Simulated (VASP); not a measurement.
Here is a VASP 6.6.1 calculation.

Contents of INCAR:

```
SYSTEM = Si
ALGO     = Normal         ! electronic algorithm
EDIFF    = 1E-7           ! SCF threshold, eV
ENCUT    = 520            ! plane-wave cutoff, eV
GGA      = PS             ! functional
ISIF     = 2              ! what is computed and relaxed
ISMEAR   = -1             ! smearing method
LASPH    = .TRUE.         ! aspherical terms in the spheres
LCHARG   = .FALSE.        ! write CHGCAR
LREAL    = .FALSE.        ! projectors in reciprocal space
LWAVE    = .FALSE.        ! write WAVECAR
NBANDS   = 8              ! bands
NELM     = 60             ! most SCF steps
PREC     = Accurate       ! precision mode
SIGMA    = 0.15           ! smearing width, eV
```

File KPOINTS:

```
k-points
0
G
  17 17 17
  0 0 0
```

The input POSCAR:

```
Si
1.0
    2.3617370000      0.0000000000      0.0000000000
    1.1808685000      2.0453242391      0.0000000000
    1.1808685000      0.6817747464      1.9283501856
Si
1
Direct
    0.0000000000      0.0000000000      0.0000000000
```

Potentials or basis: VASP PAW PBE potentials, release 64 (Si).

Command:

```bash
$ cat potpaw_PBE.64/Si/POTCAR > POTCAR
$ mpirun -np 1 vasp_std > vasp.out
```

(1) What does it give for the pressure?

(2) Predict the band gap on the k mesh.

Results:

(1) 91.4 GPa.

(2) zero (band 2 reaches 30.84 eV, above the bottom of band 3 at 13.76 eV).

Caveat: the PAW data sets were made with another functional, which shifts forces and pressure a little.
